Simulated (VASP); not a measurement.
Wanted: the native input for a VASP 6.6.1 run.

- Task: single point
- Functional: PBE
- Potentials or basis: VASP PAW PBE potentials, release 64 (Nb_sv)
- Cutoff: 520 eV
- k mesh: 17 × 17 × 17
- Occupations: fermi-dirac, width 0.05 eV
- Spin: no spin polarisation
- Dipole correction: no
- Further INCAR settings: ALGO = Normal; EDIFF = 1e-06; NBANDS = 12

The structure of Nb lies in POSCAR:

```
Nb
1.0
   -1.6555830733      1.6555830733      1.6555830733
    1.6555830733     -1.6555830733      1.6555830733
    1.6555830733      1.6555830733     -1.6555830733
Nb
1
Direct
    0.0000000000      0.0000000000      0.0000000000
```

These files were run (other wordings do the same):

INCAR

```
ALGO = Normal
EDIFF = 1E-6
ENCUT = 520
GGA = PE
ISIF = 2
ISMEAR = -1
LASPH = T
LCHARG = F
LREAL = F
LWAVE = F
NBANDS = 12
NELM = 80
PREC = Accurate
SIGMA = 0.05
```

KPOINTS

```
k-points
0
Gamma
  17 17 17
```

Potentials or basis: VASP PAW PBE potentials, release 64 (Nb_sv).

The run is started by

```bash
$ cat potpaw_PBE.64/Nb_sv/POTCAR > POTCAR
$ mpirun -np 1 vasp_std > vasp.out
```

It gave:

```json
{
  "Pressure": "-0.6 GPa"
}
```

Wall time 11 s on 1 thread of Intel(R) Xeon(R) 6975P-C (Granite Rapids), with other jobs on the host, peak memory 0.15 GiB.
